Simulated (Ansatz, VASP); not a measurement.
## Two plane-wave programs on CdF2

INCAR

```
PREC = Accurate
ENCUT = 520
EDIFF = 1E-6
ISMEAR = 0
SIGMA = 0.05
LREAL = F
LASPH = T
NELM = 80
ALGO = Normal
ISIF = 2
LWAVE = F
LCHARG = F
GGA = PS
NBANDS = 20
```

The input KPOINTS:

```
regular mesh
0
Gamma
  8 8 8
```

File POSCAR:

```
CdF2
1.0
    0.0000000000      2.8144411018      2.7587151680
    2.8144411018      0.0000000000      2.7587151680
    2.8144411018      2.8144411018      0.0000000000
Cd F
1 2
Direct
    0.0000000000      0.0000000000      0.0000000000
    0.2500000000      0.2500000000      0.2500000000
    0.7500000000      0.7500000000      0.7500000000
```

Input for Ansatz:

```yaml
crystal:
  lattice:
    - [0.0, 2.8144411018, 2.758715168]
    - [2.8144411018, 0.0, 2.758715168]
    - [2.8144411018, 2.8144411018, 0.0]
  atoms:
    - { symbol: Cd, position: [0.0, 0.0, 0.0] }
    - { symbol: F, position: [0.25, 0.25, 0.25] }
    - { symbol: F, position: [0.75, 0.75, 0.75] }
basis:
  ecutwfc: 520.0
kpoints:
  mp_grid: { grid: [8, 8, 8] }
hamiltonian:
  xc: pbesol
scf:
  occupations: { method: gaussian, width: 0.05 }
output:
  forces: true
  stress: true
  eigenvalues: true
  write_density: true
  write_potential: true
  elf: true
  volumetric_format: npy
```

Alike in both runs: task single point; functional PBEsol; k mesh 8 × 8 × 8; occupations gaussian, width 0.05 eV; no spin polarisation.

```csv
,VASP,Ansatz
version,VASP 6.6.1,Ansatz 0.2.0
potentials or method,"VASP PAW PBE potentials, release 64 (Cd, F), cutoff 520 eV","scalar-relativistic, plane waves, PAW"
valence electrons in the cell,26,34
```

Ansatz gave:

* gap on the k mesh at the Fermi level (eV): 2.54
* least direct gap on the mesh (eV): 3.14
* pressure (GPa): -9.3
* traceless stress, the component that is largest in VASP (GPa): 1.35

Task: Which values does VASP return?

Result: gap on the k mesh at the Fermi level (eV): 2.51; least direct gap on the mesh (eV): 3.12; pressure (GPa): -9.0; traceless stress, the component that is largest in VASP (GPa): 1.34.

VASP's potentials were made for PBE, not for PBEsol. VASP's potentials hold 26 valence electrons a cell and Ansatz's 34, so a difference there can come from the potentials and not from the codes.
